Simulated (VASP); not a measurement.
# SnRu4 (Cmmm) in VASP: further runs

The runs below take SnRu4 through single point, with PBE.

Program: VASP 6.6.1. These are calculated values, not measurements. Logs are shortened: lines on timing, memory, paths and dates and some standing lists are left out, and cuts for length are marked.

## Step 1: The cell of the first run

It takes space group Cmmm (No. 65, orthorhombic). Conventional cell: a = 7.485 Å, b = 8.529 Å, c = 2.789 Å, α = 90.00°, β = 90.00°, γ = 90.00°. Sn (site symmetry mmm) has 6 Ru at 2.65 to 2.71 Å and 2 Sn at 2.79 Å within 3.5 Å. Ru (site symmetry 2mm) has 7 Ru at 2.56 to 2.83 Å and 2 Sn at 2.71 Å within 3.4 Å. Within 3.4 Å of Ru (site symmetry m2m) lie 7 Ru at 2.56 to 3.22 Å and 1 Sn at 2.65 Å.

The cell was generated, and may not be a known phase.

## Step 2: Single point, PBE

Contents of INCAR:

```
  PREC = Accurate
  ENCUT = 520
  EDIFF = 1E-6
  ISMEAR = 0
  SIGMA = 0.1
  LREAL = F
  LASPH = T
  NELM = 80
  ALGO = Fast
  ISIF = 2
  LWAVE = F
  LCHARG = T
  GGA = PE
  LELF = T
  LVHAR = T
  NBANDS = 43
```

Contents of KPOINTS:

```
Automatic mesh
0
Gamma
  4 4 6
```

Contents of POSCAR:

```
SnRu4
1.0
    4.2645481286     -3.7424602074      0.0000000000
    4.2645481286      3.7424602074      0.0000000000
    0.0000000000      0.0000000000      2.7893625394
Sn Ru
1 4
Direct
    0.0000000000      0.0000000000      0.0000000000
    0.6890634700      0.3109365300      0.5000000000
    0.3109365300      0.6890634700      0.5000000000
    0.3110645684      0.3110645684      0.0000000000
    0.6889354316      0.6889354316      0.0000000000
```

Potentials or basis: VASP PAW PBE potentials, release 64 (Sn_d, Ru_pv).

The run is started by

```
$ cat potpaw_PBE.64/Sn_d/POTCAR potpaw_PBE.64/Ru_pv/POTCAR > POTCAR
$ mpirun -np 1 vasp_std > vasp.out
```

OUTCAR:

```text
PREC = Accurate
   ENCUT = 520
   EDIFF = 1E-6
   ISMEAR = 0
   LREAL = F
   LASPH = T
   NELM = 80
   ISIF = 2
   GGA = PE

 ion  position               nearest neighbor table
   1  0.000  0.000  0.000-   4 2.65   5 2.65   2 2.71   3 2.71   2 2.71   3 2.71
   2  0.689  0.311  0.500-   4 2.56   5 2.56   4 2.56   5 2.56   1 2.71   1 2.71   3 2.83
   3  0.311  0.689  0.500-   4 2.56   5 2.56   4 2.56   5 2.56   1 2.71   1 2.71   2 2.83
   4  0.311  0.311  0.000-   2 2.56   3 2.56   2 2.56   3 2.56   1 2.65   5 3.22
   5  0.689  0.689  0.000-   2 2.56   3 2.56   2 2.56   3 2.56   1 2.65   4 3.22

  LATTYP: Found a base centered orthorhombic cell.
 ALAT       =     7.4849204148
 B/A-ratio  =     1.1395039338
 C/A-ratio  =     0.3726642883

  Lattice vectors:

 A1 = (  -4.2645481286,  -3.7424602074,   0.0000000000)
 A2 = (   4.2645481286,  -3.7424602074,   0.0000000000)
 A3 = (   0.0000000000,   0.0000000000,   2.7893625394)

Analysis of symmetry for initial positions (statically):
=====================================================================
 Subroutine PRICEL returns:
 Original cell was already a primitive cell.

 Routine SETGRP: Setting up the symmetry group for a
 base centered orthorhombic supercell.

 Subroutine GETGRP returns: Found  8 space group operations
 (whereof  8 operations were pure point group operations)
 out of a pool of  8 trial point group operations.

The static configuration has the point symmetry D_2h.

Analysis of symmetry for dynamics (positions and initial velocities):
=====================================================================
 Subroutine PRICEL returns:
 Original cell was already a primitive cell.

 Routine SETGRP: Setting up the symmetry group for a
 base centered orthorhombic supercell.

 Subroutine GETGRP returns: Found  8 space group operations
 (whereof  8 operations were pure point group operations)
 out of a pool of  8 trial point group operations.

The dynamic configuration has the point symmetry D_2h.

 Subroutine INISYM returns: Found  8 space group operations
 (whereof  8 operations are pure point group operations),
 and found     1 'primitive' translations

----------------------------------------------------------------------------------------

                                     Primitive cell

  volume of cell :      89.0359

  direct lattice vectors                    reciprocal lattice vectors
     4.264548129 -3.742460207  0.000000000     0.117245716 -0.133601955  0.000000000
     4.264548129  3.742460207  0.000000000     0.117245716  0.133601955  0.000000000
     0.000000000  0.000000000  2.789362539     0.000000000  0.000000000  0.358504850

  length of vectors
     5.673832844  5.673832844  2.789362539     0.177752751  0.177752751  0.358504850

  position of ions in fractional coordinates (direct lattice)
     0.000000000  0.000000000  0.000000000
     0.689063470  0.310936530  0.500000000
     0.310936530  0.689063470  0.500000000
     0.311064568  0.311064568  0.000000000
     0.688935432  0.688935432  0.000000000

  ion indices of the primitive-cell ions
   primitive index   ion index
                 1           1
                 2           2
                 3           3
                 4           4
                 5           5

----------------------------------------------------------------------------------------

 KPOINTS: Automatic mesh

Automatic generation of k-mesh.
 Grid dimensions read from file:
 generate k-points for:    4    4    6

 Generating k-lattice:

  Cartesian coordinates                     Fractional coordinates (reciprocal lattice)
     0.029311429 -0.033400489  0.000000000     0.250000000 -0.000000000  0.000000000
     0.029311429  0.033400489  0.000000000    -0.000000000  0.250000000  0.000000000
     0.000000000  0.000000000  0.059750808     0.000000000  0.000000000  0.166666667

  Length of vectors
     0.044438188  0.044438188  0.059750808

  Shift w.r.t. Gamma in fractional coordinates (k-lattice)
     0.000000000  0.000000000  0.000000000

 Subroutine IBZKPT returns following result:
 ===========================================

 Found     28 irreducible k-points:

 Following reciprocal coordinates:
            Coordinates               Weight
  0.000000  0.000000  0.000000      1.000000
  0.250000  0.000000  0.000000      4.000000
  0.500000  0.000000  0.000000      2.000000
  0.250000  0.250000  0.000000      2.000000
  0.500000  0.250000  0.000000      4.000000
 -0.250000  0.250000  0.000000      2.000000
[... 16 lines left out ...]
  0.250000  0.000000  0.500000      4.000000
  0.500000  0.000000  0.500000      2.000000
 [... further k-points ...]
   k-points           NKPTS =     28   k-points in BZ     NKDIM =     28   number of bands    NBANDS=     43
   number of dos      NEDOS =    301   number of ions     NIONS =      5
   total plane-waves  NPLWV =  42336
   dimension x,y,z NGX =    42 NGY =   42 NGZ =   24
   dimension x,y,z NGXF=    84 NGYF=   84 NGZF=   48
   ions per type =               1   4
   NGX,Y,Z   is equivalent  to a cutoff of  12.31, 12.31, 14.30 a.u.
   NGXF,Y,Z  is equivalent  to a cutoff of  24.61, 24.61, 28.61 a.u.
 SYSTEM =  unknown system
   PREC   = accura    normal or accurate (medium, high low for compatibility)
   ISTART =      0    job   : 0-new  1-cont  2-samecut
   ICHARG =      2    charge: 1-file 2-atom 10-const
   ISPIN  =      1    spin polarized calculation?
   LNONCOLLINEAR =      F non collinear calculations
   LSORBIT =      F    spin-orbit coupling
   LASPH  =      T    aspherical Exc in radial PAW
   ENCUT  =  520.0 eV  38.22 Ry    6.18 a.u.  10.55 10.55  5.19*2*pi/ulx,y,z
   NELM   =     80;   NELMIN=  2; NELMDL= -5     # of ELM steps
   EDIFF  = 0.1E-05   stopping-criterion for ELM
   LREAL  =      F    real-space projection
   EDIFFG = 0.1E-04   stopping-criterion for IOM
   NSW    =      0    number of steps for IOM
   IBRION =     -1    ionic relax: 0-MD 1-quasi-New 2-CG
   NFREE  =      0    steps in history (QN), initial steepest desc. (CG)
   ISIF   =      2    stress and relaxation
   ISYM   =      2    0-nonsym 1-usesym 2-fastsym
   POTIM  = 0.5000    time-step for ionic-motion
   TEBEG  =    0.0;   TEEND  =   0.0 temperature during run
   PSTRESS=    0.0 pullay stress
   NELECT =      70.0000    total number of electrons
   NUPDOWN=      -1.0000    fix difference up-down
   EMIN   =  10.00;   EMAX   =-10.00  energy-range for DOS
   EFERMI =   0.00;   METHOD = LEGACY
   ISMEAR =     0;   SIGMA  =   0.10  broadening in eV -4-tet -1-fermi 0-gaus
   EFERMI_NEDOS =   21; number of points for ismear=-14 and -15
   IALGO  =     68    algorithm
   IMIX   =      4    mixing-type and parameters
     AMIX     =   0.40;   BMIX     =  1.00
     AMIX_MAG =   1.60;   BMIX_MAG =  1.00
  volume/ion in A,a.u.               =      17.81       120.17
  Fermi-wavevector in a.u.,A,eV,Ry     =   1.510958  2.855297 31.062029  2.282995
  Thomas-Fermi vector in A             =   2.621079
   LORBIT       =      0    0 simple, 1 ext, 2 COOP (PROOUT), +10 PAW based schemes
   GGA     = PE    functional components
   LHFCALC =     F    Hartree Fock is set to
   AEXX    =    0.0000 exact exchange contribution
   IVDW    =     0    specifies the selected vdW correction
   LEPSILON=     F    determine dielectric tensor
   LRPA    =     F    only Hartree local field effects (RPA)
 non-spin polarized calculation
 RMM-DIIS sequential band-by-band and
 Gauss-broadening in eV      SIGMA  =   0.10
  energy-cutoff  :      520.00
  volume of cell :       89.04
 maximum number of plane-waves:      2418
   NGX = 21   NGY = 21   NGZ = 11

 number of electron      70.0000012 magnetization

 Free energy of the ion-electron system (eV)
  ---------------------------------------------------
  ext. energy  EPLUGINS =         0.00000000
  ---------------------------------------------------
  free energy    TOTEN  =       -37.35702721 eV

  energy without entropy =      -37.32051775  energy(sigma->0) =      -37.33877248

 E-fermi :   9.8347     XC(G=0): -12.2802

 val. band max:        9.8184110364   @ k =   0.2500   0.2500   0.3333
 cond. band min:       9.8352955339   @ k =   0.5000   0.2500   0.5000
 fundamental gap:      0.0168844976
 Fermi energy:         9.8346851338

 k-point     1 :       0.0000    0.0000    0.0000
  band No.  band energies     occupation
      1     -33.4359      2.00000
      2     -33.3577      2.00000
      3     -33.3423      2.00000
      4     -33.1620      2.00000
      5     -33.1190      2.00000
      6     -32.9811      2.00000
[... 35 lines left out ...]
     42      11.2547      0.00000
     43      13.1814      0.00000

 k-point     2 :       0.2500    0.0000    0.0000
  band No.  band energies     occupation
      1     -33.4325      2.00000
      2     -33.3545      2.00000
      3     -33.3405      2.00000
      4     -33.1616      2.00000
      5     -33.1187      2.00000
      6     -32.9810      2.00000
[... 35 lines left out ...]
     42      11.8558      0.00000
     43      12.5608      0.00000

 k-point     3 :       0.5000    0.0000    0.0000
  band No.  band energies     occupation
      1     -33.4291      2.00000
      2     -33.3512      2.00000
      3     -33.3387      2.00000
      4     -33.1611      2.00000
      5     -33.1184      2.00000
      6     -32.9809      2.00000
[... 35 lines left out ...]
     42      11.6334      0.00000
     43      13.4824      0.00000

 k-point     4 :       0.2500    0.2500    0.0000
  band No.  band energies     occupation
      1     -33.4301      2.00000
      2     -33.3515      2.00000
      3     -33.3386      2.00000
      4     -33.1600      2.00000
      5     -33.1182      2.00000
      6     -32.9811      2.00000
[... 863 lines left out ...]
     42      14.3001      0.00000
     43      14.7598      0.00000

 k-point    23 :       0.2500    0.0000    0.5000
  band No.  band energies     occupation
      1     -33.5602      2.00000
      2     -33.4941      2.00000
      3     -33.4709      2.00000
      4     -33.4538      2.00000
      5     -33.0654      2.00000
      6     -32.9510      2.00000
[... 35 lines left out ...]
     42      13.5448      0.00000
     43      14.6925      0.00000

 k-point    24 :       0.5000    0.0000    0.5000
  band No.  band energies     occupation
      1     -33.5610      2.00000
      2     -33.4957      2.00000
      3     -33.4725      2.00000
      4     -33.4552      2.00000
      5     -33.0651      2.00000
      6     -32.9505      2.00000
[... 35 lines left out ...]
     42      13.4174      0.00000
     43      13.8038      0.00000

 [... further k-points ...]

------------------------ aborting loop because EDIFF is reached ----------------------------------------

  FORCE on cell =-STRESS in cart. coord.  units (eV):
  Direction    XX          YY          ZZ          XY          YZ          ZX
  --------------------------------------------------------------------------------------
  -------------------------------------------------------------------------------------
  Total        0.0961241      0.0947642      0.0100270     -0.0000000      0.0000000      0.0000000
  in kB        1.7297268      1.7052570      0.1804334     -0.0000000      0.0000000      0.0000000
  external PRESSURE =       1.2051391 kB  Pullay stress =       0.0000000 kB

 VOLUME and BASIS-vectors are now :
 -----------------------------------------------------------------------------
  energy-cutoff  :      520.00
  volume of cell :       89.04
      direct lattice vectors                 reciprocal lattice vectors
     4.264548129 -3.742460207  0.000000000     0.117245716 -0.133601955  0.000000000
     4.264548129  3.742460207  0.000000000     0.117245716  0.133601955  0.000000000
     0.000000000  0.000000000  2.789362539     0.000000000  0.000000000  0.358504850

 POSITION                                       TOTAL-FORCE (eV/Angst)
 -----------------------------------------------------------------------------------
      0.00000      0.00000      0.00000        -0.000000      0.000000      0.000000
      4.26455     -1.41513      1.39468        -0.000000      0.008446      0.000000
      4.26455      1.41513      1.39468        -0.000000     -0.008446      0.000000
      2.65310      0.00000      0.00000         0.009459      0.000000      0.000000
      5.87600      0.00000      0.00000        -0.009459      0.000000     -0.000000
 -----------------------------------------------------------------------------------
    total drift:                                0.000000     -0.000000      0.000000

  FREE ENERGIE OF THE ION-ELECTRON SYSTEM (eV)
  ---------------------------------------------------
  free  energy   TOTEN  =       -37.3570272114 eV

  energy  without entropy=      -37.3205177523  energy(sigma->0) =      -37.33877248
```

Run time: 81 s. Hardware: 1 thread of AMD EPYC 9R45 (Zen 5), shared host; peak memory 0.21 GiB.

What came out:

- Free energy: -37.3570 eV
- Pressure: 0.1 GPa
- Largest force: 0.009 eV/Å
- Band gap on the k mesh: zero (bands 35 and 36 overlap by 1.43 eV)

Forces in eV/Å, atoms in the order of the input:
```
Sn   0.000  0.000  0.000
Ru   0.000  0.008  0.000
Ru   0.000 -0.008  0.000
Ru   0.009  0.000  0.000
Ru  -0.009  0.000  0.000
```

Caveat: the k points lie up to 0.38 Å⁻¹ apart, too coarse for converged energies and pressures of a metal; spin-orbit coupling is left out, which moves the levels of the heavy elements.

(Part 1 of 2 ends here.)

The gap in the log of VASP goes by the Fermi energy; the results here count the filled bands.